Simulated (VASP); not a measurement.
Input of a VASP 6.6.1 run:

File INCAR:

```
  ALGO = Fast
  EDIFF = 1E-7
  EDIFFG = -0.04
  ENCUT = 600
  GGA = PE
  IBRION = 2
  ISIF = 3
  ISMEAR = 0
  LASPH = True
  LCHARG = False
  LREAL = False
  LWAVE = False
  NELM = 60
  NSW = 90
  PREC = Accurate
  SIGMA = 0.1
```

File KPOINTS:

```
k-points
0
Gamma
  6 6 4
```

The input POSCAR:

```
Cd2BiO2
1.0
    4.5195347949      0.0000000000      0.0000000000
   -2.2597673974      3.9140319457      0.0000000000
    0.0000000000      0.0000000000      6.1398668211
Cd Bi O
2 1 2
Direct
    0.6666666667      0.3333333333      0.5000000000
    0.3333333333      0.6666666667      0.0000000000
    0.6666666667      0.3333333333      0.0000000000
    0.0000000000      0.0000000000      0.7497361800
    0.0000000000      0.0000000000      0.2502638200
```

Potentials or basis: VASP PAW PBE potentials, release 64 (Cd, Bi_d, O).

Command:

```sh
$ cat potpaw_PBE.64/Cd/POTCAR potpaw_PBE.64/Bi_d/POTCAR potpaw_PBE.64/O/POTCAR > POTCAR
$ mpirun -np 1 vasp_std > vasp.out
```

**Question.** Estimate the relaxed cell.

**Answer.** a = 4.540 Å, b = 4.540 Å, c = 6.104 Å, α = 90.00°, β = 90.00°, γ = 120.00°.

**Question.** Estimate the space group after relaxing (to 0.1 Å).

**Answer.** P-6m2 (No. 187).

Step by step:
```csv
step,energy change (eV),largest force (eV/Å),pressure (GPa),volume (Å³)
1,0.0000,0.0213,0.26,108.61
2,-0.0023,0.0279,-0.11,109.17
3,-0.0024,0.0291,-0.18,109.28
4,-0.0028,0.0223,-0.05,108.97
```

Caveat: an odd number of electrons without spin polarisation forces a metal; a magnetic or distorted state may lie lower.
